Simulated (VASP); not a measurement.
Write the native input for VASP 6.6.1 that does the following.

| Quantity | Value |
| --- | --- |
| Task | relaxation of cell and atoms |
| Functional | PBEsol |
| Potentials or basis | VASP PAW PBE potentials, release 64 (Pd) |
| Cutoff | 600 eV |
| k mesh | 12 × 12 × 12 |
| Occupations | fermi-dirac, width 0.05 eV |
| Spin | no spin polarisation |
| Target pressure | 2 GPa |
| Dipole correction | no |
| Further INCAR settings | ALGO = Normal; EDIFF = 1e-07; IBRION = 2; EDIFFG = -0.01; NSW = 60; ISIF = 3 |

The structure of Pd lies in POSCAR:

```
Pd
1.0
    0.0000000000      1.9465000000      1.9465000000
    1.9465000000      0.0000000000      1.9465000000
    1.9465000000      1.9465000000      0.0000000000
Pd
1
Direct
    0.0000000000      0.0000000000      0.0000000000
```

One way to write it, as run:

INCAR

```
SYSTEM = Pd
PREC = Accurate
ENCUT = 600
EDIFF = 1E-7
ISMEAR = -1
SIGMA = 0.05
LREAL = .False.
LASPH = .True.
NELM = 100
ALGO = Normal
ISIF = 3
LWAVE = .False.
LCHARG = .False.
GGA = PS
IBRION = 2
NSW = 60
EDIFFG = -0.01
PSTRESS = 20.0
```

KPOINTS

```
Automatic mesh
0
Gamma
  12 12 12
  0 0 0
```

Potentials or basis: VASP PAW PBE potentials, release 64 (Pd).

Command:

```bash
$ cat potpaw_PBE.64/Pd/POTCAR > POTCAR
$ mpirun -np 1 vasp_std > vasp.out
```

It gave:

- Relaxed volume: 14.37 Å³/atom
- Relaxed cell: a = 2.729 Å, b = 2.729 Å, c = 2.729 Å, α = 60.00°, β = 60.00°, γ = 60.00°
- Space group after relaxing (to 0.05 Å): Fm-3m (No. 225)
- Energy change on relaxing (the enthalpy is what falls): -1.8 meV/atom
- Ionic steps: 3
- Pressure after relaxing: 1.9 GPa
- Band gap on the k mesh: zero (band 5 reaches 10.36 eV, above the bottom of band 6 at 8.71 eV)

Caveat: the cell is relaxed towards a set pressure, so the enthalpy falls and the energy may rise; the PAW data sets were made with another functional, which shifts forces and pressure a little.

It took 36 s on 1 thread of Intel Xeon 8259CL, with other jobs on the host, peak memory 0.16 GiB.
